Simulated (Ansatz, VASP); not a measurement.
One calculation of FeCu, two programs

The input INCAR:

```
PREC = Accurate
ENCUT = 520
EDIFF = 1E-6
ISMEAR = -1
SIGMA = 0.1
LREAL = False
LASPH = True
NELM = 150
ALGO = Normal
ISIF = 2
LWAVE = False
LCHARG = True
ISPIN = 2
MAGMOM = 3 -3 0 0
LORBIT = 11
LMAXMIX = 4
LELF = True
LVHAR = True
NBANDS = 31
```

File KPOINTS:

```
Automatic mesh
0
Gamma
  11 11 4
```

POSCAR

```
FeCu
1.0
    1.4382720000     -1.9879340000      0.0000000000
    1.4382720000      1.9879340000      0.0000000000
    0.0000000000      0.0000000000      8.2762700000
Fe Cu
2 2
Direct
    0.0000000000      0.0000000000      0.0000000000
    0.0000000000      0.0000000000      0.5000000000
    0.5000000000      0.5000000000      0.2500000000
    0.5000000000      0.5000000000      0.7500000000
```

Input for Ansatz:

```yaml
crystal:
  lattice:
    - [1.438272, -1.987934, 0.0]
    - [1.438272, 1.987934, 0.0]
    - [0.0, 0.0, 8.27627]
  atoms:
    - { symbol: Fe, position: [0.0, 0.0, 0.0], spin: 3.0 }
    - { symbol: Fe, position: [0.0, 0.0, 0.5], spin: -3.0 }
    - { symbol: Cu, position: [0.5, 0.5, 0.25] }
    - { symbol: Cu, position: [0.5, 0.5, 0.75] }
magnetization:
  spin_polarized: true
kpoints:
  mp_grid: { grid: [11, 11, 4] }
scf:
  occupations: { method: fermi_dirac, width: 0.1 }
  lower_state_search: "off"
hamiltonian:
  xc: lda
  pseudopotentials: { kind: paw }
output:
  forces: true
  stress: true
  eigenvalues: true
  write_density: true
  write_potential: true
  elf: true
  volumetric_format: npy
```

Alike in both runs: task single point; functional LDA; k mesh 11 × 11 × 4; occupations fermi-dirac, width 0.1 eV; collinear spin.

|  | VASP | Ansatz |
| --- | --- | --- |
| version | VASP 6.6.1 | Ansatz 0.2.0 |
| potentials or method | VASP PAW LDA potentials, release 64 (Fe, Cu) | PAW with Ansatz's default frozen-core files, scalar-relativistic |
| plane-wave cutoff (eV) | 520 | 420 |
| valence electrons in the cell | 38 | 70 |

|  | VASP | Ansatz | Ansatz less VASP |
| --- | --- | --- | --- |
| pressure (GPa) | -14.8 | -14.6 | +0.14 |
| traceless stress, the component that is largest in VASP (GPa) | 1.74 | 1.39 | -0.354 |
| net moment per atom (μB) | 0.00 | 0.00 | 0.000 |
| size of the moment on the site where the two differ most (μB) | 2.31 | 2.37 | +0.060 |

LDA's correlation is that of Perdew and Zunger in VASP and of Perdew and Wang (1992) in Ansatz. Site moments also hang on the region over which each program counts them. VASP's potentials hold 38 valence electrons a cell and Ansatz's 70, so a difference there can come from the potentials and not from the codes.
